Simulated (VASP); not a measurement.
The system is Ni.

```
Ni
1.0
     0.00000    1.72591    1.72591
     1.72591    0.00000    1.72591
     1.72591    1.72591    0.00000
Ni
1
Direct
  0.00000 0.00000 0.00000
```

This cell differs from its parent crystal: volume scaled by 0.98.

Base run:

| Item | Value |
| --- | --- |
| Program | VASP 6.6.1 |
| Functional | PBEsol |
| Potentials or basis | VASP PAW PBE potentials, release 64 (Ni) |
| Cutoff | 520 eV |
| k mesh | 13 × 13 × 13 |
| Occupations | fermi-dirac, width 0.05 eV |
| Spin | collinear spin, ferromagnetic start |
| Starting moments | [1.0] μB |

Its results: pressure 2.2 GPa; net moment 0.62 μB per cell; site moments Ni +0.63 μB.

Problem. The run is repeated on the same cell with these changes: functional from PBEsol to r2SCAN. What comes out?

Solution. Pressure 5.1 GPa; net moment 0.66 μB per cell; site moments Ni +0.68 μB.

Caveats: the PAW data sets were made with another functional, which shifts forces and pressure a little.
